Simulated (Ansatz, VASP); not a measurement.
One calculation of SrCl2, two programs

Contents of INCAR:

```
SYSTEM = SrCl2
PREC     = Accurate       ! precision mode
ENCUT    = 520            ! plane-wave cutoff, eV
EDIFF    = 1E-6           ! SCF threshold, eV
ISMEAR   = 0              ! smearing method
SIGMA    = 0.05           ! smearing width, eV
LREAL    = .False.        ! projectors in reciprocal space
LASPH    = .True.         ! aspherical terms in the spheres
NELM     = 60             ! most SCF steps
ALGO     = Normal         ! electronic algorithm
ISIF     = 2              ! what is computed and relaxed
LWAVE    = .False.        ! write WAVECAR
LCHARG   = .False.        ! write CHGCAR
GGA      = PE             ! functional
NBANDS   = 46             ! bands
```

File KPOINTS:

```
regular mesh
0
Gamma
  5 5 2
  0 0 0
```

POSCAR

```
SrCl2
1.0
    3.4855000000     -3.4855000000      0.0000000000
    3.4855000000      0.0000000000     -3.4855000000
   13.3613157000      3.7758421500      3.7758421500
Sr Cl
3 6
Direct
    0.5138680550      0.5138680550      0.1666833333
   -0.7639319450     -0.7639319450      0.8333500000
   -0.1250319450     -0.1250319450      0.5000166667
    0.2846930550      0.2846930550      0.4166833333
    0.9235930550     -0.0764069450      0.0833500000
   -0.3542069450     -0.3542069450      0.7500166667
   -0.1736569450     -0.1736569450      0.9166833333
    0.4652430550      0.4652430550      0.5833500000
    0.1041430550      0.1041430550      0.2500166667
```

Input for Ansatz:

```yaml
crystal:
  lattice:
    - [3.4855, -3.4855, 0.0]
    - [3.4855, 0.0, -3.4855]
    - [13.3613157, 3.77584215, 3.77584215]
  atoms:
    - { symbol: Sr, position: [0.513868055, 0.513868055, 0.1666833333] }
    - { symbol: Sr, position: [-0.763931945, -0.763931945, 0.83335] }
    - { symbol: Sr, position: [-0.125031945, -0.125031945, 0.5000166667] }
    - { symbol: Cl, position: [0.284693055, 0.284693055, 0.4166833333] }
    - { symbol: Cl, position: [0.923593055, -0.076406945, 0.08335] }
    - { symbol: Cl, position: [-0.354206945, -0.354206945, 0.7500166667] }
    - { symbol: Cl, position: [-0.173656945, -0.173656945, 0.9166833333] }
    - { symbol: Cl, position: [0.465243055, 0.465243055, 0.58335] }
    - { symbol: Cl, position: [0.104143055, 0.104143055, 0.2500166667] }
basis:
  ecutwfc: 420
kpoints:
  mp_grid: { grid: [5, 5, 2] }
hamiltonian:
  xc: pbe
scf:
  occupations: { method: gaussian, width: 0.05 }
output:
  forces: true
  stress: true
  eigenvalues: true
```

Alike in both runs: task single point; functional PBE; k mesh 5 × 5 × 2; occupations gaussian, width 0.05 eV; no spin polarisation.

```csv
,VASP,Ansatz
version,VASP 6.6.1,Ansatz 0.2.0
potentials or method,"VASP PAW PBE potentials, release 64 (Sr_sv, Cl), cutoff 520 eV","scalar-relativistic, plane waves, PAW"
valence electrons in the cell,72,72
```

```tsv
	VASP	Ansatz	Ansatz less VASP
gap on the k mesh at the Fermi level (eV)	4.89	4.89	+0.001
least direct gap on the mesh (eV)	5.10	5.10	0.000
pressure (GPa)	1.3	1.2	-0.09
traceless stress, the component that is largest in VASP (GPa)	1.83	1.84	+0.007
rms of the force components (eV/Å)	0.262	0.263	+0.0011
```

Atom by atom the forces differ by 0.002 eV/Å (rms over components).
